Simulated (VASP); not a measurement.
## Na: single point with PBE

Na:

```
Na
1.0
    -4.19894    4.19894    4.19894
     4.19894   -4.19894    4.19894
     4.19894    4.19894   -4.19894
Na
8
Direct
  0.50000 0.00000 0.49919
  0.49919 0.50000 0.00000
  0.00000 0.99919 0.50000
  0.99919 0.50000 0.00000
  0.00000 0.49919 0.50000
  0.50000 0.00000 0.99919
  0.50081 0.50081 0.50081
  0.00081 0.00081 0.00081
```

```
Program                : VASP 6.6.1
Task                   : single point
Functional             : PBE
Potentials or basis    : VASP PAW PBE potentials, release 64 (Na_pv)
Cutoff                 : 520 eV
k mesh                 : 6 × 6 × 6
Occupations            : gaussian, width 0.1 eV
Spin                   : no spin polarisation
Dipole correction      : no
Further INCAR settings : ALGO = Normal; EDIFF = 1e-06; NBANDS = 38
```

```json
{
  "Pressure": "0.0 GPa",
  "Band gap on the k mesh": "zero (band 28 reaches 1.09 eV, above the bottom of band 29 at -0.79 eV)"
}
```

Levels at points of the mesh, in eV from the Fermi level:
| k point | band 26 | band 27 | band 28 | band 29 | band 30 | band 31 |
| --- | --- | --- | --- | --- | --- | --- |
| (0.00, 0.00, 0.00) | 0.79 | 0.79 | 0.79 | 0.79 | 0.79 | 0.79 |
| (0.50, 0.00, 0.00) | -2.15 | -0.04 | -0.04 | -0.04 | -0.04 | 1.77 |
| (0.50, 0.50, 0.50) | -1.08 | -1.08 | -1.08 | -1.08 | -1.08 | 2.75 |

It took 2.5 min on 1 thread of AMD EPYC 9R45 (Zen 5) (shared host), peak memory 0.4 GiB.
